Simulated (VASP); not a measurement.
Wanted: the native input for a VASP 6.6.1 run.

* Task: single point
* Functional: PBE
* Potentials or basis: VASP PAW PBE potentials, release 64 (Cs_sv, Sn_d, I)
* Cutoff: 500 eV
* k mesh: 4 × 4 × 4
* Occupations: fermi-dirac, width 0.02 eV
* Spin: no spin polarisation
* Dipole correction: no
* Further INCAR settings: ALGO = Normal; EDIFF = 1e-06; NBANDS = 47

The structure of Cs2SnI6 lies in POSCAR:

```
Cs2SnI6
1.0
    0.0000000000      6.0195032011      6.0195032011
    6.0195032011      0.0000000000      6.0195032011
    6.0195032011      6.0195032011      0.0000000000
Cs Sn I
2 1 6
Direct
    0.2500000000      0.2500000000      0.2500000000
    0.7500000000      0.7500000000      0.7500000000
    0.0000000000      0.0000000000      0.0000000000
    0.7582176909      0.2417823091      0.2417823091
    0.2417823091      0.7582176909      0.2417823091
    0.2417823091      0.7582176909      0.7582176909
    0.7582176909      0.2417823091      0.7582176909
    0.2417823091      0.2417823091      0.7582176909
    0.7582176909      0.7582176909      0.2417823091
```

One way to write it, as run:

INCAR

```
PREC = Accurate
ENCUT = 500
EDIFF = 1E-6
ISMEAR = -1
SIGMA = 0.02
LREAL = F
LASPH = T
NELM = 120
ALGO = Normal
ISIF = 2
LWAVE = F
LCHARG = T
GGA = PE
LELF = T
LVHAR = T
NBANDS = 47
GGA_COMPAT = F
```

KPOINTS

```
Automatic mesh
0
Gamma
  4 4 4
```

Potentials or basis: VASP PAW PBE potentials, release 64 (Cs_sv, Sn_d, I).

Run with:

```bash
$ cat potpaw_PBE.64/Cs_sv/POTCAR potpaw_PBE.64/Sn_d/POTCAR potpaw_PBE.64/I/POTCAR > POTCAR
$ mpirun -np 1 vasp_std > vasp.out
```

Results of the run:

```yaml
Pressure: 0.0 GPa
Band_gap_on_the_k_mesh: 0.26 eV
```

Caveat: semilocal functionals underestimate gaps, and a narrow one can read as zero; spin-orbit coupling is left out, which moves the levels of the heavy elements.

Wall time 3.7 min on 1 thread of Oxide Virtual Turin-like Processor, with other jobs on the host, peak memory 0.64 GiB.
